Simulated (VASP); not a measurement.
P, 4 atoms in the cell. The cell holds a slab with vacuum, 4 atoms: a = 3.296 Å, b = 4.439 Å, c = 30.338 Å, α = 90.00°, β = 90.00°, γ = 90.00°.  This cell differs from its parent crystal: a layer taken out of the bulk.

- Program: VASP 6.6.1
- Task: single point
- Functional: PBE
- Dispersion: D3(BJ)
- Potentials or basis: VASP PAW PBE potentials, release 64 (P)
- Cutoff: 520 eV
- k mesh: 10 × 8 × 1
- Occupations: gaussian, width 0.02 eV
- Spin: no spin polarisation
- Dipole correction: yes
- Further INCAR settings: ALGO = Normal; EDIFF = 1e-06; NBANDS = 18

Potentials or basis: VASP PAW PBE potentials, release 64 (P).

Run with:

```sh
$ cat potpaw_PBE.64/P/POTCAR > POTCAR
$ mpirun -np 1 vasp_std > vasp.out
```

Hardware: 1 thread of Intel(R) Xeon(R) 6975P-C (Granite Rapids) (shared host).

Task: How long does it take, and how much memory?

Result: Run time: 4.7 min on 1 thread of Intel(R) Xeon(R) 6975P-C (Granite Rapids) (shared host), peak memory 0.64 GiB. Counts: scf iterations 21, k points 30.
